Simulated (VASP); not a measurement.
# BN (R3m) in VASP: single point with HSE06

Aim: the single point of BN with HSE06.

Everything below comes from runs of VASP 6.6.1. Logs are shortened: lines on timing, memory, paths and dates and some standing lists are left out, and cuts for length are marked.

### Step 1. The cell of the first run

Symmetry: R3m, No. 160, trigonal system. The conventional cell has a = 2.552 Å, b = 2.552 Å, c = 6.061 Å, α = 90.00°, β = 90.00°, γ = 120.00°. B (site symmetry 3m) has 4 N at 1.52 to 1.56 Å within 2.0 Å. Within 2.0 Å of N (site symmetry 3m) lie 4 B at 1.52 to 1.56 Å.

### Step 2. Single point, HSE06 (strain along [111] -3.1%)

POSCAR reads:

```
BN
1.0
   -0.0368184392      1.7680070105      1.7680070105
    1.7680070105     -0.0368184392      1.7680070105
    1.7680070105      1.7680070105     -0.0368184392
B N
1 1
Direct
   -0.0003819355     -0.0003819355     -0.0003819355
    0.2503819355      0.2503819355      0.2503819355
```

INCAR.step1 reads:

```
PREC = Accurate
ENCUT = 520
EDIFF = 1E-5
ISMEAR = 0
SIGMA = 0.01
LREAL = False
LASPH = True
NELM = 100
ALGO = Normal
ISIF = 2
LWAVE = True
LCHARG = False
NBANDS = 11
GGA = PE
```

INCAR.step2 reads:

```
PREC = Accurate
ENCUT = 520
EDIFF = 1E-7
ISMEAR = 0
SIGMA = 0.01
LREAL = False
LASPH = True
NELM = 100
ALGO = Normal
ISIF = 2
LWAVE = False
LCHARG = False
GGA = PE
LHFCALC = True
HFSCREEN = 0.2079
PRECFOCK = Normal
NBANDS = 11
ISTART = 1
```

KPOINTS reads:

```
regular mesh
0
Gamma
  8 8 8
```

Potentials or basis: VASP PAW PBE potentials, release 64 (B, N).

Launch:

```bash
$ cat potpaw_PBE.64/B/POTCAR potpaw_PBE.64/N/POTCAR > POTCAR
$ cp INCAR.step1 INCAR
$ mpirun -np 1 vasp_std > vasp.out
$ cp INCAR.step2 INCAR
$ mpirun -np 1 vasp_std > vasp.out
```

OUTCAR:

```text
PREC = Accurate
   ENCUT = 520
   EDIFF = 1E-7
   ISMEAR = 0
   LREAL = False
   LASPH = True
   NELM = 100
   ISIF = 2
   GGA = PE
   LHFCALC = True
   HFSCREEN = 0.2079
   PRECFOCK = Normal
   ISTART = 1

 ion  position               nearest neighbor table
   1  1.000  1.000  1.000-   2 1.52   2 1.56   2 1.56   2 1.56
   2  0.250  0.250  0.250-   1 1.52   1 1.56   1 1.56   1 1.56

  LATTYP: Found a trigonal (rhomboedric) cell.
 ALAT       =     2.5006105606
 COS(alpha) =     0.4790712933

  Lattice vectors:

 A1 = (  -0.0368184392,   1.7680070105,   1.7680070105)
 A2 = (   1.7680070105,  -0.0368184392,   1.7680070105)
 A3 = (   1.7680070105,   1.7680070105,  -0.0368184392)

Analysis of symmetry for initial positions (statically):
=====================================================================
 Subroutine PRICEL returns:
 Original cell was already a primitive cell.

 Routine SETGRP: Setting up the symmetry group for a
 trigonal (rhombohedral) supercell.

 Subroutine GETGRP returns: Found  6 space group operations
 (whereof  6 operations were pure point group operations)
 out of a pool of 12 trial point group operations.

The static configuration has the point symmetry C_3v.

Analysis of symmetry for dynamics (positions and initial velocities):
=====================================================================
 Subroutine PRICEL returns:
 Original cell was already a primitive cell.

 Routine SETGRP: Setting up the symmetry group for a
 trigonal (rhombohedral) supercell.

 Subroutine GETGRP returns: Found  6 space group operations
 (whereof  6 operations were pure point group operations)
 out of a pool of 12 trial point group operations.

The dynamic configuration has the point symmetry C_3v.

 Subroutine INISYM returns: Found  6 space group operations
 (whereof  6 operations are pure point group operations),
 and found     1 'primitive' translations

----------------------------------------------------------------------------------------

                                     Primitive cell

  volume of cell :      11.3983

  direct lattice vectors                    reciprocal lattice vectors
    -0.036818439  1.768007011  1.768007011    -0.274120145  0.279950056  0.279950056
     1.768007011 -0.036818439  1.768007011     0.279950056 -0.274120145  0.279950056
     1.768007011  1.768007011 -0.036818439     0.279950056  0.279950056 -0.274120145

  length of vectors
     2.500610561  2.500610561  2.500610561     0.481545348  0.481545348  0.481545348

  position of ions in fractional coordinates (direct lattice)
     0.999618064  0.999618064  0.999618064
     0.250381936  0.250381936  0.250381936

  ion indices of the primitive-cell ions
   primitive index   ion index
                 1           1
                 2           2

----------------------------------------------------------------------------------------

 KPOINTS: regular mesh

Automatic generation of k-mesh.
 Grid dimensions read from file:
 generate k-points for:    8    8    8

 Generating k-lattice:

  Cartesian coordinates                     Fractional coordinates (reciprocal lattice)
    -0.034265018  0.034993757  0.034993757     0.125000000 -0.000000000 -0.000000000
     0.034993757 -0.034265018  0.034993757    -0.000000000  0.125000000 -0.000000000
     0.034993757  0.034993757 -0.034265018    -0.000000000 -0.000000000  0.125000000

  Length of vectors
     0.060193168  0.060193168  0.060193168

  Shift w.r.t. Gamma in fractional coordinates (k-lattice)
     0.000000000  0.000000000  0.000000000

 Subroutine IBZKPT returns following result:
 ===========================================

 Found     65 irreducible k-points:

 Following reciprocal coordinates:
            Coordinates               Weight
  0.000000  0.000000  0.000000      1.000000
  0.125000 -0.000000 -0.000000      6.000000
  0.250000 -0.000000 -0.000000      6.000000
  0.375000 -0.000000 -0.000000      6.000000
  0.500000 -0.000000 -0.000000      3.000000
  0.125000  0.125000  0.000000      6.000000
[... 16 lines left out ...]
  0.250000  0.125000  0.125000      6.000000
  0.375000  0.125000  0.125000      6.000000
 [... further k-points ...]
   k-points           NKPTS =     65   k-points in BZ     NKDIM =    512   number of bands    NBANDS=     11
   number of dos      NEDOS =    301   number of ions     NIONS =      2
   total plane-waves  NPLWV =   8000
   dimension x,y,z NGX =    20 NGY =   20 NGZ =   20
   dimension x,y,z NGXF=    40 NGYF=   40 NGZF=   40
   ions per type =               1   1
   NGX,Y,Z   is equivalent  to a cutoff of  13.30, 13.30, 13.30 a.u.
   NGXF,Y,Z  is equivalent  to a cutoff of  26.59, 26.59, 26.59 a.u.
 SYSTEM =  unknown system
   PREC   = accura    normal or accurate (medium, high low for compatibility)
   ISTART =      1    job   : 0-new  1-cont  2-samecut
   ICHARG =      0    charge: 1-file 2-atom 10-const
   ISPIN  =      1    spin polarized calculation?
   LNONCOLLINEAR =      F non collinear calculations
   LSORBIT =      F    spin-orbit coupling
   LASPH  =      T    aspherical Exc in radial PAW
   ENCUT  =  520.0 eV  38.22 Ry    6.18 a.u.   4.65  4.65  4.65*2*pi/ulx,y,z
   NELM   =    100;   NELMIN=  2; NELMDL=  0     # of ELM steps
   EDIFF  = 0.1E-06   stopping-criterion for ELM
   LREAL  =      F    real-space projection
   EDIFFG = 0.1E-05   stopping-criterion for IOM
   NSW    =      0    number of steps for IOM
   IBRION =     -1    ionic relax: 0-MD 1-quasi-New 2-CG
   NFREE  =      0    steps in history (QN), initial steepest desc. (CG)
   ISIF   =      2    stress and relaxation
   ISYM   =      3    0-nonsym 1-usesym 2-fastsym
   POTIM  = 0.5000    time-step for ionic-motion
   TEBEG  =    0.0;   TEEND  =   0.0 temperature during run
   PSTRESS=    0.0 pullay stress
   NELECT =       8.0000    total number of electrons
   NUPDOWN=      -1.0000    fix difference up-down
   EMIN   =  10.00;   EMAX   =-10.00  energy-range for DOS
   EFERMI =   0.00;   METHOD = LEGACY
   ISMEAR =     0;   SIGMA  =   0.01  broadening in eV -4-tet -1-fermi 0-gaus
   EFERMI_NEDOS =   21; number of points for ismear=-14 and -15
   IALGO  =     38    algorithm
   IMIX   =      1    mixing-type and parameters
     AMIX     =   0.40;   BMIX     =  1.00
     AMIX_MAG =   1.60;   BMIX_MAG =  1.00
  volume/ion in A,a.u.               =       5.70        38.46
  Fermi-wavevector in a.u.,A,eV,Ry     =   1.454874  2.749313 28.798872  2.116657
  Thomas-Fermi vector in A             =   2.571974
   LORBIT       =      0    0 simple, 1 ext, 2 COOP (PROOUT), +10 PAW based schemes
   GGA     = PE    functional components
   LHFCALC =     T    Hartree Fock is set to
   PRECFOCK=normal    Normal, Fast or Accurate (Low or Medium for compatibility)
   ENCUT4O =  -1.0   cutoff for four orbital integrals eV
   NKREDX  =     1    reduce k-point grid by
   NKREDY  =     1    reduce k-point grid by
   NKREDZ  =     1    reduce k-point grid by
   AEXX    =    0.2500 exact exchange contribution
   HFSCREEN=    0.2079 screening length (either q_TF or 0.3 A-1)
   HFSCREENC=   0.2079 screening length for correlation (either q_TF or 0.3 A-1)
   ENCUTFOCK=  -1.0 apply spherical cutoff to Coloumb kernel
   IVDW    =     0    specifies the selected vdW correction
   LEPSILON=     F    determine dielectric tensor
   LRPA    =     F    only Hartree local field effects (RPA)
 non-spin polarized calculation
 Gauss-broadening in eV      SIGMA  =   0.01
  energy-cutoff  :      520.00
  volume of cell :       11.40
 maximum number of plane-waves:       319
  NGX = 14; NGY = 14; NGZ = 14

 number of electron       7.9999999 magnetization

 Free energy of the ion-electron system (eV)
  ---------------------------------------------------
  ext. energy  EPLUGINS =         0.00000000
  ---------------------------------------------------
  free energy    TOTEN  =       -20.29816929 eV

  energy without entropy =      -20.29816929  energy(sigma->0) =      -20.29816929

 E-fermi :   7.2159     XC(G=0): -10.6237

 val. band max:        7.0857979037   @ k =   0.0000   0.0000   0.0000
 cond. band min:      12.7716140212   @ k =   0.5000   0.5000   0.0000
 fundamental gap:      5.6858161175
 Fermi energy:         7.2159268082

 k-point     1 :       0.0000    0.0000    0.0000
  band No.  band energies     occupation
      1     -15.5554      2.00000
      2       6.9265      2.00000
      3       6.9265      2.00000
      4       7.0858      2.00000
      5      17.4372      0.00000
      6      17.4372      0.00000
      7      17.9633      0.00000
      8      20.0696      0.00000
      9      34.4130      0.00000
     10      37.2138      0.00000
     11      37.2138      0.00000

 k-point     2 :       0.1250   -0.0000   -0.0000
  band No.  band energies     occupation
      1     -15.1418      2.00000
      2       4.8267      2.00000
      3       6.5358      2.00000
      4       6.6541      2.00000
      5      17.9942      0.00000
      6      18.0673      0.00000
      7      18.8183      0.00000
      8      21.0439      0.00000
      9      33.6778      0.00000
     10      33.7173      0.00000
     11      34.3585      0.00000

 k-point     3 :       0.2500   -0.0000   -0.0000
  band No.  band energies     occupation
      1     -13.9403      2.00000
      2       0.7753      2.00000
      3       5.7583      2.00000
      4       5.8187      2.00000
      5      18.7306      0.00000
      6      19.1320      0.00000
      7      19.8596      0.00000
      8      23.0805      0.00000
      9      32.4835      0.00000
     10      32.7523      0.00000
     11      33.5270      0.00000
[... 267 lines left out ...]
 k-point    23 :       0.2500    0.1250    0.1250
  band No.  band energies     occupation
      1     -14.4215      2.00000
      2       3.1794      2.00000
      3       4.6819      2.00000
      4       6.4491      2.00000
      5      18.4136      0.00000
      6      18.5969      0.00000
      7      19.5504      0.00000
      8      22.4546      0.00000
      9      30.7516      0.00000
     10      31.8111      0.00000
     11      36.6159      0.00000

 k-point    24 :       0.3750    0.1250    0.1250
  band No.  band energies     occupation
      1     -12.9934      2.00000
      2      -0.4972      2.00000
      3       3.6654      2.00000
      4       5.6705      2.00000
      5      19.5210      0.00000
      6      19.5305      0.00000
      7      20.2435      0.00000
      8      23.3715      0.00000
      9      30.4390      0.00000
     10      32.1181      0.00000
     11      36.9271      0.00000

 [... further k-points ...]

------------------------ aborting loop because EDIFF is reached ----------------------------------------

  FORCE on cell =-STRESS in cart. coord.  units (eV):
  Direction    XX          YY          ZZ          XY          YZ          ZX
  --------------------------------------------------------------------------------------
  -------------------------------------------------------------------------------------
  Total        0.6658280      0.6658280      0.6658280      0.7520509      0.7520509      0.7520509
  in kB       93.5909862     93.5909862     93.5909862    105.7107640    105.7107640    105.7107640
  external PRESSURE =      93.5909862 kB  Pullay stress =       0.0000000 kB

 VOLUME and BASIS-vectors are now :
 -----------------------------------------------------------------------------
  energy-cutoff  :      520.00
  volume of cell :       11.40
      direct lattice vectors                 reciprocal lattice vectors
    -0.036818439  1.768007011  1.768007011    -0.274120145  0.279950056  0.279950056
     1.768007011 -0.036818439  1.768007011     0.279950056 -0.274120145  0.279950056
     1.768007011  1.768007011 -0.036818439     0.279950056  0.279950056 -0.274120145

 POSITION                                       TOTAL-FORCE (eV/Angst)
 -----------------------------------------------------------------------------------
      3.49786      3.49786      3.49786        -0.018606     -0.018606     -0.018606
      0.87614      0.87614      0.87614         0.018606      0.018606      0.018606
 -----------------------------------------------------------------------------------
    total drift:                               -0.000006     -0.000006     -0.000006

  FREE ENERGIE OF THE ION-ELECTRON SYSTEM (eV)
  ---------------------------------------------------
  free  energy   TOTEN  =       -20.2981692948 eV

  energy  without entropy=      -20.2981692948  energy(sigma->0) =      -20.29816929
```

Wall time 33 min (1 thread of AMD EPYC 7R43 (Zen 3), shared host); peak memory 0.19 GiB.

What came out:

```
Free energy            : -20.2982 eV
Pressure               : 9.4 GPa
Largest force          : 0.032 eV/Å
Band gap on the k mesh : 5.69 eV (least direct gap 10.35 eV)
```

Forces on the atoms (eV/Å):
```
B   -0.019 -0.019 -0.019
N    0.019  0.019  0.019
```

Caveat: the cell differs from its parent crystal (strain along [111] -3.1%); the cell stands under pressure; the PAW data sets were made with another functional, which shifts forces and pressure a little.
